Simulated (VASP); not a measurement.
Set up this calculation in VASP 6.6.1, as the native input.

| Quantity | Value |
| --- | --- |
| Task | single point |
| Functional | PBE |
| Potentials or basis | VASP PAW PBE potentials, release 64 (C, Si) |
| Cutoff | 520 eV |
| k mesh | 13 × 13 × 1 |
| Occupations | gaussian, width 0.05 eV |
| Spin | no spin polarisation |
| Dipole correction | yes |
| Further INCAR settings | ALGO = Normal; EDIFF = 1e-06; NBANDS = 36 |

The structure of SiC lies in POSCAR:

```
SiC
1.0
    3.0917664104      0.0000000000      0.0000000000
   -1.5458832052      2.6775482539      0.0000000000
    0.0000000000      0.0000000000     28.3148762731
C Si
6 6
Direct
    0.3333333333      0.6666666667      0.2648784310
    0.6666666667      0.3333333333      0.3544783487
    0.3333333333      0.6666666667      0.4440782665
    0.6666666667      0.3333333333      0.5336781842
    0.3333333333      0.6666666667      0.6232781020
    0.6666666667      0.3333333333      0.7128780198
    0.6666666667      0.3333333333      0.2871219802
    0.3333333333      0.6666666667      0.3767218980
    0.6666666667      0.3333333333      0.4663218158
    0.3333333333      0.6666666667      0.5559217335
    0.6666666667      0.3333333333      0.6455216513
    0.3333333333      0.6666666667      0.7351215690
```

One way to write it, as run:

INCAR

```
ALGO = Normal
DIPOL = 0.5 0.5 0.500
EDIFF = 1E-6
ENCUT = 520
GGA = PE
IDIPOL = 3
ISIF = 2
ISMEAR = 0
LASPH = T
LCHARG = F
LDIPOL = T
LREAL = F
LWAVE = F
NBANDS = 36
NELM = 60
PREC = Accurate
SIGMA = 0.05
```

KPOINTS

```
k-points
0
Gamma
  13 13 1
```

Potentials or basis: VASP PAW PBE potentials, release 64 (C, Si).

Launch:

```console
$ cat potpaw_PBE.64/C/POTCAR potpaw_PBE.64/Si/POTCAR > POTCAR
$ mpirun -np 1 vasp_std > vasp.out
```

Results of the run:

The largest force is 2.569 eV/Å and the band gap on the k mesh is zero (band 24 reaches 2.35 eV, above the bottom of band 25 at 2.05 eV).

Run time: 8.6 min on 1 thread of Intel(R) Xeon(R) Platinum 8375C CPU @ 2.90GHz (Ice Lake), with other jobs on the host, peak memory 0.41 GiB.
